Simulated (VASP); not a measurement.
Input of a VASP 6.6.1 run:

The input INCAR:

```
PREC = Accurate ; ENCUT = 520
EDIFF = 1E-7 ; ISMEAR = -1
SIGMA = 0.05 ; LREAL = F
LASPH = T ; NELM = 60
ALGO = Normal ; ISIF = 2
LWAVE = F ; LCHARG = T
LDIPOL = T ; IDIPOL = 3
DIPOL = 0.5 0.5 0.294 ; GGA = CA
LELF = T ; LVHAR = T
LVACPOTAV = T ; NBANDS = 10
```

The input KPOINTS:

```
regular mesh
0
Gamma
  11 11 1
```

Contents of POSCAR:

```
Ir
1.0
    2.4518400000      0.0000000000      0.0000000000
    0.0000000000      2.4518400000      0.0000000000
    0.0000000000      0.0000000000     23.8000000000
Ir
1
Direct
    0.0000000000      0.0000000000      0.2941200000
```

Potentials or basis: VASP PAW LDA potentials, release 64 (Ir).

The run is started by

```console
$ cat potpaw_LDA.64/Ir/POTCAR > POTCAR
$ mpirun -np 1 vasp_std > vasp.out
```

Task: What does it give for the work function of the upper face?

Result: 6.40 eV.

Task: Predict the work function of the lower face.

Result: 6.40 eV.
